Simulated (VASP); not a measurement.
A run of VASP 6.6.1:

File INCAR:

```
PREC = Accurate
ENCUT = 500
EDIFF = 1E-8
ISMEAR = 0
SIGMA = 0.01
LREAL = F
LASPH = T
NELM = 120
ALGO = Normal
ISIF = 2
LWAVE = F
LCHARG = T
NBANDS = 11
IBRION = 8
NSW = 1
GGA_COMPAT = F
```

The input KPOINTS:

```
regular mesh
0
Gamma
  8 8 8
```

File POSCAR:

```
BP
1.0
    0.0000000000      2.2614113146      2.2614113146
    2.2614113146      0.0000000000      2.2614113146
    2.2614113146      2.2614113146      0.0000000000
B P
1 1
Direct
    0.0000000000      0.0000000000      0.0000000000
    0.2500000000      0.2500000000      0.2500000000
```

Potentials or basis: VASP PAW LDA potentials, release 64 (B, P).

Command:

```console
$ cat potpaw_LDA.64/B/POTCAR potpaw_LDA.64/P/POTCAR > POTCAR
$ mpirun -np 1 vasp_std > vasp.out
```

Hardware: 1 thread of AMD EPYC 7R43 64-Core Processor (Zen 3), with other jobs on the host.

Task: Estimate the wall time of this run.

Result: It took 63 s on 1 thread of AMD EPYC 7R43 64-Core Processor (Zen 3), with other jobs on the host, peak memory 0.13 GiB. Counts: scf iterations 37, k points 29.
